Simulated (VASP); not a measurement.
A run of VASP 6.6.1 is set up as follows.

The input INCAR:

```
SYSTEM = Y2SiC
ALGO = Normal ; EDIFF = 1E-6
ENCUT = 520 ; GGA = PE
ISIF = 2 ; ISMEAR = 0
LASPH = .TRUE. ; LCHARG = .FALSE.
LREAL = .FALSE. ; LWAVE = .FALSE.
NBANDS = 23 ; NELM = 80
PREC = Accurate ; SIGMA = 0.1
```

KPOINTS

```
k-points
0
G
  4 4 6
  0 0 0
```

The input POSCAR:

```
Y2SiC
1.0
    5.0490000000      0.0000000000      0.0000000000
    0.0000000000      5.0490000000      0.0000000000
    0.0000000000      0.0000000000      3.3253720100
Y Si C
2 1 1
Direct
    0.5000000000      0.0000000000      0.0000000000
    0.0000000000      0.5000000000      0.0000000000
    0.5000000000      0.5000000000      0.5000000000
    0.0000000000      0.0000000000      0.0000000000
```

Potentials or basis: VASP PAW PBE potentials, release 64 (Y_sv, Si, C).

The run is started by

```bash
$ cat potpaw_PBE.64/Y_sv/POTCAR potpaw_PBE.64/Si/POTCAR potpaw_PBE.64/C/POTCAR > POTCAR
$ mpirun -np 1 vasp_std > vasp.out
```

**Question.** What does it give for the band gap on the k mesh?

**Answer.** Zero (band 15 reaches 4.72 eV, above the bottom of band 16 at 3.16 eV).

**Question.** Estimate the pressure.

**Answer.** -1.5 GPa.

Stress tensor (GPa, compression positive):
```
-4.78  0.00  0.00
 0.00 -4.78  0.00
 0.00  0.00  5.15
```
